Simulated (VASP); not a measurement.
BN, 2 atoms in the cell. The structure is trigonal, space group R3m (No. 160). Conventional cell: a = 2.543 Å, b = 2.543 Å, c = 6.324 Å, α = 90.00°, β = 90.00°, γ = 120.00°. Within 2.1 Å of B (site symmetry 3m) lie 4 N at 1.56 to 1.58 Å. N (site symmetry 3m) has 4 B at 1.56 to 1.58 Å within 2.1 Å.  This cell differs from its parent crystal: equal xy, yz and zx shear strains of +1 %.

| Quantity | Value |
| --- | --- |
| Program | VASP 6.6.1 |
| Task | single point |
| Functional | LDA |
| Potentials or basis | VASP PAW LDA potentials, release 64 (B, N) |
| Cutoff | 520 eV |
| k mesh | 11 × 11 × 11 |
| Occupations | fermi-dirac, width 0.02 eV |
| Spin | no spin polarisation |
| Dipole correction | no |
| Further INCAR settings | ALGO = Normal; EDIFF = 1e-07; NBANDS = 11 |

Potentials or basis: VASP PAW LDA potentials, release 64 (B, N).

Launch:

```console
$ cat potpaw_LDA.64/B/POTCAR potpaw_LDA.64/N/POTCAR > POTCAR
$ mpirun -np 1 vasp_std > vasp.out
```

Hardware: 1 thread of Intel(R) Xeon(R) 6975P-C (Granite Rapids), on a shared host.

**Question.** Estimate the wall time of this run.

**Answer.** It took 6.6 s on 1 thread of Intel(R) Xeon(R) 6975P-C (Granite Rapids), on a shared host, peak memory 0.12 GiB. Counts: scf iterations 12, k points 146.
